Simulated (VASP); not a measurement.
# SiC5 (P-62m) in VASP: notebook

Runs on SiC5. Level: PBE. Tasks: single point, relaxation of cell and atoms.

All numbers are computed with VASP 6.6.1; they aren't measurements. Logs are shortened: lines on timing, memory, paths and dates and some standing lists are left out, and cuts for length are marked.

**1. The cell of the first run**

The structure is hexagonal, space group P-62m (No. 189). The conventional cell has a = 4.738 Å, b = 4.738 Å, c = 4.077 Å, α = 90.00°, β = 90.00°, γ = 120.00°. Within 2.1 Å of Si (site symmetry -62m) lie 3 C at 1.58 Å. C (site symmetry m2m) has 1 Si at 1.58 Å and 2 C at 1.58 Å within 2.1 Å. Within 2.1 Å of C (site symmetry -6) lie 3 C at 1.58 Å.

**2. Single point, PBE**

Input file INCAR:

```
SYSTEM = SiC5
ALGO = Normal
EDIFF = 1E-6
ENCUT = 520
GGA = PE
ISIF = 2
ISMEAR = 0
LASPH = .True.
LCHARG = .False.
LREAL = .False.
LWAVE = .False.
NBANDS = 21
NELM = 80
PREC = Accurate
SIGMA = 0.1
```

Input file KPOINTS:

```
k-points
0
Gamma
  6 6 4
  0 0 0
```

Input file POSCAR:

```
SiC5
1.0
    4.7384432200      0.0000000000      0.0000000000
   -2.3692216100      4.1036122000      0.0000000000
    0.0000000000      0.0000000000      4.0765093400
Si C
1 5
Direct
    0.0000000000      0.0000000000      0.0000000000
    0.0000000000      0.6666666700      0.0000000000
    0.6666666700      0.0000000000      0.0000000000
    0.3333333300      0.3333333300      0.0000000000
    0.3333333300      0.6666666700      0.0000000000
    0.6666666700      0.3333333300      0.0000000000
```

Potentials or basis: VASP PAW PBE potentials, release 64 (Si, C).

On the command line:

```
cat potpaw_PBE.64/Si/POTCAR potpaw_PBE.64/C/POTCAR > POTCAR
mpirun -np 1 vasp_std > vasp.out
```

OUTCAR:

```text
SYSTEM = SiC5
   EDIFF = 1E-6
   ENCUT = 520
   GGA = PE
   ISIF = 2
   ISMEAR = 0
   LASPH = .True.
   LREAL = .False.
   NELM = 80
   PREC = Accurate

 ion  position               nearest neighbor table
   1  0.000  0.000  0.000-   2 1.58   4 1.58   3 1.58
   2  0.000  0.667  0.000-   1 1.58   5 1.58   6 1.58
   3  0.667  0.000  0.000-   6 1.58   1 1.58   5 1.58
   4  0.333  0.333  0.000-   1 1.58   5 1.58   6 1.58
   5  0.333  0.667  0.000-   2 1.58   3 1.58   4 1.58
   6  0.667  0.333  0.000-   3 1.58   2 1.58   4 1.58

  LATTYP: Found a hexagonal cell.
 ALAT       =     4.7384432200
 C/A-ratio  =     0.8603056216

  Lattice vectors:

 A1 = (   4.7384432200,   0.0000000000,   0.0000000000)
 A2 = (  -2.3692216100,   4.1036122000,   0.0000000000)
 A3 = (   0.0000000000,   0.0000000000,   4.0765093400)

Analysis of symmetry for initial positions (statically):
=====================================================================
 Subroutine PRICEL returns:
 Original cell was already a primitive cell.

 Routine SETGRP: Setting up the symmetry group for a
 hexagonal supercell.

 Subroutine GETGRP returns: Found 12 space group operations
 (whereof 12 operations were pure point group operations)
 out of a pool of 24 trial point group operations.

The static configuration has the point symmetry D_3h.

Analysis of symmetry for dynamics (positions and initial velocities):
=====================================================================
 Subroutine PRICEL returns:
 Original cell was already a primitive cell.

 Routine SETGRP: Setting up the symmetry group for a
 hexagonal supercell.

 Subroutine GETGRP returns: Found 12 space group operations
 (whereof 12 operations were pure point group operations)
 out of a pool of 24 trial point group operations.

The dynamic configuration has the point symmetry D_3h.

 Subroutine INISYM returns: Found 12 space group operations
 (whereof 12 operations are pure point group operations),
 and found     1 'primitive' translations

----------------------------------------------------------------------------------------

                                     Primitive cell

  volume of cell :      79.2666

  direct lattice vectors                    reciprocal lattice vectors
     4.738443220  0.000000000  0.000000000     0.211039777  0.121843872  0.000000000
    -2.369221610  4.103612200  0.000000000     0.000000000  0.243687744  0.000000000
[... 93 lines left out ...]
   IBRION =     -1    ionic relax: 0-MD 1-quasi-New 2-CG
   NFREE  =      0    steps in history (QN), initial steepest desc. (CG)
   ISIF   =      2    stress and relaxation
   ISYM   =      2    0-nonsym 1-usesym 2-fastsym
   POTIM  = 0.5000    time-step for ionic-motion
   TEBEG  =    0.0;   TEEND  =   0.0 temperature during run
   PSTRESS=    0.0 pullay stress
   NELECT =      24.0000    total number of electrons
   NUPDOWN=      -1.0000    fix difference up-down
   EMIN   =  10.00;   EMAX   =-10.00  energy-range for DOS
   EFERMI =   0.00;   METHOD = LEGACY
   ISMEAR =     0;   SIGMA  =   0.10  broadening in eV -4-tet -1-fermi 0-gaus
   EFERMI_NEDOS =   21; number of points for ismear=-14 and -15
   IALGO  =     38    algorithm
   IMIX   =      4    mixing-type and parameters
     AMIX     =   0.40;   BMIX     =  1.00
     AMIX_MAG =   1.60;   BMIX_MAG =  1.00
  volume/ion in A,a.u.               =      13.21        89.15
  Fermi-wavevector in a.u.,A,eV,Ry     =   1.099297  2.077370 16.442018  1.208454
  Thomas-Fermi vector in A             =   2.235689
   LORBIT       =      0    0 simple, 1 ext, 2 COOP (PROOUT), +10 PAW based schemes
   GGA     = PE    functional components
   LHFCALC =     F    Hartree Fock is set to
   AEXX    =    0.0000 exact exchange contribution
   IVDW    =     0    specifies the selected vdW correction
   LEPSILON=     F    determine dielectric tensor
   LRPA    =     F    only Hartree local field effects (RPA)
 non-spin polarized calculation
 Gauss-broadening in eV      SIGMA  =   0.10
  energy-cutoff  :      520.00
  volume of cell :       79.27
 maximum number of plane-waves:      2181
 NGX is ok and might be reduce to    36

 number of electron      24.0000006 magnetization

 Free energy of the ion-electron system (eV)
  ---------------------------------------------------
  ext. energy  EPLUGINS =         0.00000000
  ---------------------------------------------------
  free energy    TOTEN  =       -45.50361218 eV

  energy without entropy =      -45.50237312  energy(sigma->0) =      -45.50299265

 E-fermi :   2.7562     XC(G=0):  -8.7693

 val. band max:        2.6139119024   @ k =   0.0000   0.0000   0.5000
 cond. band min:       2.7794202794   @ k =   0.0000   0.0000   0.0000
 fundamental gap:      0.1655083770
 Fermi energy:         2.7561925720

 k-point     1 :       0.0000    0.0000    0.0000
  band No.  band energies     occupation
      1     -14.0323      2.00000
      2      -8.7170      2.00000
      3      -8.6506      2.00000
      4      -8.6506      2.00000
      5      -6.5707      2.00000
      6      -5.3367      2.00000
[... 493 lines left out ...]
     20      12.3549      0.00000
     21      13.3003      0.00000

------------------------ aborting loop because EDIFF is reached ----------------------------------------

  FORCE on cell =-STRESS in cart. coord.  units (eV):
  Direction    XX          YY          ZZ          XY          YZ          ZX
  --------------------------------------------------------------------------------------
  -------------------------------------------------------------------------------------
  Total        2.1133767      2.1133767      0.3532176      0.0000000     -0.0000000      0.0000000
  in kB       42.7166373     42.7166373      7.1394116      0.0000000     -0.0000000      0.0000000
  external PRESSURE =      30.8575621 kB  Pullay stress =       0.0000000 kB

 VOLUME and BASIS-vectors are now :
 -----------------------------------------------------------------------------
  energy-cutoff  :      520.00
  volume of cell :       79.27
      direct lattice vectors                 reciprocal lattice vectors
     4.738443220  0.000000000  0.000000000     0.211039777  0.121843872  0.000000000
    -2.369221610  4.103612200  0.000000000     0.000000000  0.243687744  0.000000000
     0.000000000  0.000000000  4.076509340     0.000000000  0.000000000  0.245307913

 POSITION                                       TOTAL-FORCE (eV/Angst)
 -----------------------------------------------------------------------------------
      0.00000      0.00000      0.00000        -0.000000      0.000000      0.000000
     -1.57948      2.73574      0.00000         6.127519    -10.613175      0.000000
      3.15896      0.00000      0.00000       -12.255039     -0.000000      0.000000
      0.78974      1.36787      0.00000         6.127519     10.613175     -0.000000
     -0.00000      2.73574      0.00000        -0.000000      0.000000      0.000000
      2.36922      1.36787      0.00000        -0.000000      0.000000      0.000000
 -----------------------------------------------------------------------------------
    total drift:                               -0.000000     -0.000000      0.000000

  FREE ENERGIE OF THE ION-ELECTRON SYSTEM (eV)
  ---------------------------------------------------
  free  energy   TOTEN  =       -45.5036121780 eV

  energy  without entropy=      -45.5023731150  energy(sigma->0) =      -45.50299265
```

Run time: 14 s. Hardware: 1 thread of Intel Xeon 6975P-C (Granite Rapids), shared host; peak memory 0.18 GiB.

What came out:

| Item | Value |
| --- | --- |
| Free energy | -45.5036 eV |
| Pressure | 3.1 GPa |
| Largest force | 12.255 eV/Å |
| Band gap on the k mesh | zero (band 12 reaches 2.78 eV, above the bottom of band 13 at 2.61 eV) |

Forces in eV/Å, atoms in the order of the input:
```
Si    0.000   0.000   0.000
C     6.128 -10.613   0.000
C   -12.255   0.000   0.000
C     6.128  10.613   0.000
C     0.000   0.000   0.000
C     0.000   0.000   0.000
```

Caveat: the k points lie up to 0.39 Å⁻¹ apart; forces of over 1 eV/Å act on the atoms, so gaps and moduli don't describe the material at rest.

**3. Single point, PBE**

This run uses another cell than the first one, of 13.28 Å³/atom, 1.005 times its volume.

Input file INCAR:

```
SYSTEM = SiC5
  PREC = Accurate
  ENCUT = 520
  EDIFF = 1E-6
  ISMEAR = 0
  SIGMA = 0.1
  LREAL = .False.
  LASPH = .True.
  NELM = 100
  ALGO = Normal
  ISIF = 2
  LWAVE = .False.
  LCHARG = .False.
  GGA = PE
  NBANDS = 21
```

Input file KPOINTS:

```
Automatic mesh
0
Gamma
  6 6 4
  0 0 0
```

Input file POSCAR:

```
SiC5
1.0
    4.6499841514      0.0000000000      0.0000000000
   -2.3249920757      4.0270044023      0.0000000000
    0.0000000000      0.0000000000      4.2543341032
Si C
1 5
Direct
    0.0000000000      0.0000000000      0.0000000000
    0.0000000000      0.6201373154      0.0000000000
    0.6201373154      0.0000000000      0.0000000000
    0.3798626846      0.3798626846      0.0000000000
    0.3333333333      0.6666666667      0.0000000000
    0.6666666667      0.3333333333      0.0000000000
```

Potentials or basis: VASP PAW PBE potentials, release 64 (Si, C).

On the command line:

```
cat potpaw_PBE.64/Si/POTCAR potpaw_PBE.64/C/POTCAR > POTCAR
mpirun -np 1 vasp_std > vasp.out
```

It took 13 s on 1 thread of Intel Xeon 6975P-C (Granite Rapids), shared host; peak memory 0.18 GiB.

The run converged. Its results:

```
Free energy            : -49.2069 eV
Pressure               : 0.2 GPa
Largest force          : 0.024 eV/Å
Band gap on the k mesh : zero (band 12 reaches 3.08 eV, above the bottom of band 13 at 2.72 eV)
```

Forces on the atoms (eV/Å):
```
Si   0.000  0.000  0.000
C   -0.012  0.021  0.000
C    0.024  0.000  0.000
C   -0.012 -0.021  0.000
C    0.000  0.000  0.000
C    0.000  0.000  0.000
```

Levels at points of the mesh, in eV from the Fermi level:
```csv
k point,band 8,band 9,band 10,band 11,band 12,band 13,band 14,band 15,band 16,band 17
"(0.00, 0.00, 0.00)",-5.93,-2.26,-2.26,-0.08,0.18,0.18,2.60,2.76,7.29,7.32
"(0.50, 0.00, 0.00)",-4.58,-4.25,-3.61,-3.27,-0.98,2.21,3.50,5.34,5.91,6.06
"(0.00, 0.00, 0.50)",-6.57,-2.24,-2.24,-0.39,-0.18,-0.18,1.30,6.86,7.51,7.51
"(0.50, 0.00, 0.50)",-5.08,-4.23,-4.22,-3.24,-1.63,1.33,4.93,5.24,5.59,6.62
```

Caveat: the k points lie up to 0.37 Å⁻¹ apart.

**4. Single point, PBE**

This run uses another cell than the first one: it holds 12 atoms, not 6.

Input file INCAR:

```
SYSTEM = SiC5
PREC = Accurate
ENCUT = 520
EDIFF = 1E-6
ISMEAR = 0
SIGMA = 0.2
LREAL = .FALSE.
LASPH = .TRUE.
NELM = 80
ALGO = Normal
ISIF = 2
LWAVE = .FALSE.
LCHARG = .FALSE.
GGA = PE
NBANDS = 36
```

Input file KPOINTS:

```
regular mesh
0
G
  6 6 4
  0 0 0
```

Input file POSCAR:

```
SiC5
1.0
    4.6500768849      0.0000000000      0.0000000000
   -2.3250384425      4.0270847119      0.0000000000
    0.0000000000      0.0000000000      9.1269951164
Si C
2 10
Direct
    0.0000000000      0.0000000000      0.0000000000
    0.0000000000      0.0000000000      0.5000000000
    1.0000000000      0.6201770163      0.0000000000
    1.0000000000      0.6201770163      0.5000000000
    0.6201770163      0.0000000000      0.0000000000
    0.6201770163      0.0000000000      0.5000000000
    0.3798229837      0.3798229837      0.0000000000
    0.3798229837      0.3798229837      0.5000000000
    0.3333333333      0.6666666667      0.0000000000
    0.3333333333      0.6666666667      0.5000000000
    0.6666666667      0.3333333333      0.0000000000
    0.6666666667      0.3333333333      0.5000000000
```

On the command line:

```
cat potpaw_PBE.64/Si/POTCAR potpaw_PBE.64/C/POTCAR > POTCAR
mpirun -np 1 vasp_std > vasp.out
```

Wall time 62 s (1 thread of Intel Xeon 6975P-C (Granite Rapids), shared host); peak memory 0.32 GiB.

It converged, with:

* Free energy: -98.4289 eV
* Pressure: 0.2 GPa
* Largest force: 0.023 eV/Å
* Band gap on the k mesh: zero (filled and empty bands touch)

Forces in eV/Å, atoms in the order of the input:
```
Si   0.000  0.000  0.000
Si   0.000  0.000  0.000
C   -0.011  0.020  0.000
C   -0.011  0.020  0.000
C    0.023  0.000  0.000
C    0.023  0.000  0.000
C   -0.011 -0.020  0.000
C   -0.011 -0.020  0.000
C    0.000  0.000  0.000
C    0.000  0.000  0.000
C    0.000  0.000  0.000
C    0.000  0.000  0.000
```

Stress tensor (GPa, compression positive):
```
 0.27  0.00  0.00
 0.00  0.27  0.00
 0.00  0.00 -0.01
```

Levels at points of the mesh, in eV from the Fermi level:
```tsv
k point	band 20	band 21	band 22	band 23	band 24	band 25	band 26	band 27	band 28	band 29
(0.00, 0.00, 0.00)	-2.25	-0.34	-0.16	-0.12	-0.12	0.09	0.09	1.44	2.37	2.69
(0.50, 0.00, 0.00)	-3.74	-3.28	-3.26	-1.52	-1.12	1.45	2.04	3.57	4.81	5.24
(0.00, 0.00, 0.50)	-2.26	-0.25	-0.25	-0.01	-0.01	-0.01	-0.01	1.73	1.73	4.20
(0.50, 0.00, 0.50)	-3.94	-3.27	-3.27	-1.33	-1.33	1.70	1.70	4.24	4.24	5.58
```

**5. Relaxation of cell and atoms, PBE**

Input file INCAR:

```
SYSTEM = SiC5
PREC = Accurate ; ENCUT = 600
EDIFF = 1E-6 ; ISMEAR = 0
SIGMA = 0.1 ; LREAL = .False.
LASPH = .True. ; NELM = 80
ALGO = Normal ; ISIF = 3
LWAVE = .False. ; LCHARG = .False.
GGA = PE ; IBRION = 2
NSW = 90 ; EDIFFG = -0.04
```

Input file KPOINTS:

```
Automatic mesh
0
Gamma
  6 6 4
  0 0 0
```

Input file POSCAR:

```
SiC5
1.0
    4.7384432200      0.0000000000      0.0000000000
   -2.3692216100      4.1036122000      0.0000000000
    0.0000000000      0.0000000000      4.0765093400
Si C
1 5
Direct
    0.0000000000      0.0000000000      0.0000000000
    0.0000000000      0.6666666700      0.0000000000
    0.6666666700      0.0000000000      0.0000000000
    0.3333333300      0.3333333300      0.0000000000
    0.3333333300      0.6666666700      0.0000000000
    0.6666666700      0.3333333300      0.0000000000
```

On the command line:

```
cat potpaw_PBE.64/Si/POTCAR potpaw_PBE.64/C/POTCAR > POTCAR
mpirun -np 1 vasp_std > vasp.out
```

Run time: 95 s. Hardware: 1 thread of Intel Xeon 6975P-C (Granite Rapids), shared host; peak memory 0.24 GiB.

The run converged. Its results:

| Property | Result |
| --- | --- |
| Free energy | -49.2138 eV |
| Relaxed volume | 12.74 Å³/atom |
| Relaxed cell | a = 4.648 Å, b = 4.648 Å, c = 4.085 Å, α = 90.00°, β = 90.00°, γ = 120.00° |
| Space group after relaxing (to 0.05 Å) | P-62m (No. 189) |
| Energy gained by relaxing | 617.3 meV/atom |
| Ionic steps | 10 |
| Pressure after relaxing | 0.3 GPa |
| Band gap on the k mesh | zero (band 12 reaches 3.46 eV, above the bottom of band 13 at 2.97 eV) |

Forces on the atoms (eV/Å):
```
Si   0.000  0.000  0.000
C   -0.001  0.002  0.000
C    0.002  0.000  0.000
C   -0.001 -0.002  0.000
C    0.000  0.000  0.000
C    0.000  0.000  0.000
```

Stress tensor (GPa, compression positive):
```
0.22 0.00 0.00
0.00 0.22 0.00
0.00 0.00 0.36
```

Step by step:
```tsv
step	energy change (eV)	largest force (eV/Å)	pressure (GPa)	volume (Å³)
1	0.0000	12.2580	2.91	79.27
2	1.3077	5.4627	-3.53	82.05
3	-3.4700	0.1454	-12.03	80.28
4	-3.4735	0.0531	-11.96	80.26
5	-2.9465	1.6906	26.44	70.62
6	-3.6964	0.4102	-0.89	76.71
7	-3.6967	0.4292	-0.49	76.60
8	-3.6967	0.4412	-0.23	76.53
9	-3.7013	0.2657	0.57	76.40
10	-3.7038	0.0022	0.26	76.45
```

Final structure:
```
CELL_PARAMETERS angstrom
4.64830 0.00000 0.00000
-2.32415 4.02555 0.00000
0.00000 0.00000 4.08538
ATOMIC_POSITIONS crystal
Si 0.00000 0.00000 0.00000
C 0.00000 0.62021 0.00000
C 0.62021 0.00000 0.00000
C 0.37979 0.37979 0.00000
C 0.33333 0.66667 0.00000
C 0.66667 0.33333 0.00000
```

Levels at points of the mesh, in eV from the Fermi level:
```
           k point  band 10  band 11  band 12  band 13  band 14  band 15
(0.00, 0.00, 0.00)    -2.27    -0.03     0.23     0.23     2.76     2.80
(0.50, 0.00, 0.00)    -3.54    -3.29    -0.90     2.31     3.44     5.39
(0.00, 0.00, 0.50)    -2.24    -0.46    -0.26    -0.26     1.17     7.08
(0.50, 0.00, 0.50)    -4.22    -3.25    -1.73     1.22     5.00     5.19
```

Caveat: the k points lie up to 0.38 Å⁻¹ apart in the final cell.

**6. Summary**

| task | cell | cutoff (eV) | smearing | gap on the mesh (eV) | pressure (GPa) | largest force (eV/Å) |
| --- | --- | --- | --- | --- | --- | --- |
| single point | a = 4.738, b = 4.738, c = 4.077 Å, angles 90.0, 90.0, 120.0°, 6 atoms | 520 | gaussian 0.1 eV | none | 3.1 | 12.26 |
| single point | a = 4.650, b = 4.650, c = 4.254 Å, angles 90.0, 90.0, 120.0°, 6 atoms | 520 | gaussian 0.1 eV | none | 0.2 | 0.02 |
| single point | a = 4.650, b = 4.650, c = 9.127 Å, angles 90.0, 90.0, 120.0°, 12 atoms | 520 | gaussian 0.2 eV | none | 0.2 | 0.02 |
| relaxation of cell and atoms | relaxed from a = 4.738, b = 4.738, c = 4.077 Å, angles 90.0, 90.0, 120.0°, 6 atoms | 600 | gaussian 0.1 eV | none | 0.3 | - |

Alike in all rows: level PBE; potentials or basis VASP PAW PBE potentials, release 64 (Si, C); no spin polarisation; k mesh 6 × 6 × 4.

Caveats: some runs use coarse meshes; forces of over 1 eV/Å act on the atoms, so gaps and moduli don't describe the material at rest (some runs).

Total energies depend on the potentials used, so only differences within one code and one set of settings carry meaning.
